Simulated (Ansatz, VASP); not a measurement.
# MgO: VASP beside Ansatz

```
CELL_PARAMETERS angstrom
0.00000 0.00000 4.15478
-6.12912 0.00000 0.00000
3.06456 -7.19588 -2.07739
ATOMIC_POSITIONS crystal
Mg 0.07078 0.40450 0.14155
Mg 0.92922 0.59550 0.85845
Mg 0.42922 0.26295 0.85845
Mg 0.57078 0.73705 0.14155
Mg 0.69008 0.35379 0.38015
Mg 0.30992 0.64621 0.61985
Mg 0.80992 0.97363 0.61985
Mg 0.19008 0.02637 0.38015
O 0.19016 0.35466 0.38032
O 0.80984 0.64534 0.61968
O 0.30984 0.97434 0.61968
O 0.69016 0.02566 0.38032
O 0.57077 0.40069 0.14153
O 0.42923 0.59931 0.85847
O 0.92923 0.25916 0.85847
O 0.07077 0.74084 0.14153
```

Alike in both runs: task single point; functional PBE; k mesh 6 × 6 × 6; occupations gaussian, width 0.05 eV; no spin polarisation.

|  | VASP | Ansatz |
| --- | --- | --- |
| version | VASP 6.6.1 | Ansatz 0.2.0 |
| potentials or method | VASP PAW PBE potentials, release 64 (Mg, O), cutoff 520 eV | scalar-relativistic, plane waves, PAW |
| valence electrons in the cell | 64 | 128 |

Ansatz gave:

| Item | Value |
| --- | --- |
| gap on the k mesh at the Fermi level (eV) | 3.21 |
| rms of the force components (eV/Å) | 0.030 |

Question: Estimate VASP's values.

Answer: gap on the k mesh at the Fermi level (eV): 3.20; rms of the force components (eV/Å): 0.031.

Atom by atom the forces differ by 0.004 eV/Å (rms over components). VASP's potentials hold 64 valence electrons a cell and Ansatz's 128, so a difference there can come from the potentials and not from the codes.
